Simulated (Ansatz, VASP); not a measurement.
# HfSc2O2 in VASP and in Ansatz

```
CELL_PARAMETERS angstrom
3.21812 0.00000 0.00000
-1.60906 2.78698 0.00000
0.00000 0.00000 7.88256
ATOMIC_POSITIONS crystal
Hf 0.00000 0.00000 0.00000
Sc 0.33333 0.66667 0.67101
Sc 0.66667 0.33333 0.32899
O 0.33333 0.66667 0.16492
O 0.66667 0.33333 0.83508
```

Alike in both runs: functional PBE; k mesh 12 × 12 × 6; occupations gaussian, width 0.1 eV; no spin polarisation.

Ansatz relaxed the structure, and its values are those at the end. VASP's run is a single point on that final structure, the one shown.

```csv
,VASP,Ansatz
version,VASP 6.6.1,Ansatz 0.2.0
potentials or method,"VASP PAW PBE potentials, release 64 (Hf_pv, Sc_sv, O), cutoff 600 eV","scalar-relativistic, plane waves, PAW"
valence electrons in the cell,44,60
```

VASP gave:

- gap on the k mesh at the Fermi level (eV): none
- pressure (GPa): -0.8
- rms of the force components (eV/Å): 0.067

Task: Which values does Ansatz return?

Result: gap on the k mesh at the Fermi level (eV): none; pressure (GPa): 0.0; rms of the force components (eV/Å): 0.001.

A gap of «none» marks a metal or a gap that the smearing closes. VASP's potentials hold 44 valence electrons a cell and Ansatz's 60, so a difference there can come from the potentials and not from the codes.

Neither program's run includes spin-orbit coupling.
